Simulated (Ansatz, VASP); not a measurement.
P: VASP beside Ansatz

```
P
1.0
     1.61545   -4.04298    0.00000
     1.61545    4.04298    0.00000
     0.00000    0.00000    4.23956
P
2
Cartesian
  1.6154 2.0215 0.6716
  1.6154 -2.0215 3.5680
```

Alike in both runs: functional r2SCAN; k mesh 18 × 18 × 12; occupations gaussian, width 0.1 eV; no spin polarisation.

Ansatz relaxed the structure, and its values are those at the end. VASP's run is a single point on that final structure, the one shown.

|  | VASP | Ansatz |
| --- | --- | --- |
| version | VASP 6.6.1 | Ansatz 0.2.0 |
| potentials or method | VASP PAW PBE potentials, release 64 (P), cutoff 520 eV | scalar-relativistic, plane waves, PAW |
| valence electrons in the cell | 10 | 10 |

```tsv
	VASP	Ansatz	Ansatz less VASP
gap on the k mesh at the Fermi level (eV)	none	none	-
pressure (GPa)	-0.5	0.0	+0.47
rms of the force components (eV/Å)	0.092	0.003	-0.0900
```

VASP's potentials were made for PBE, not for r2SCAN. A gap of «none» marks a metal or a gap that the smearing closes.
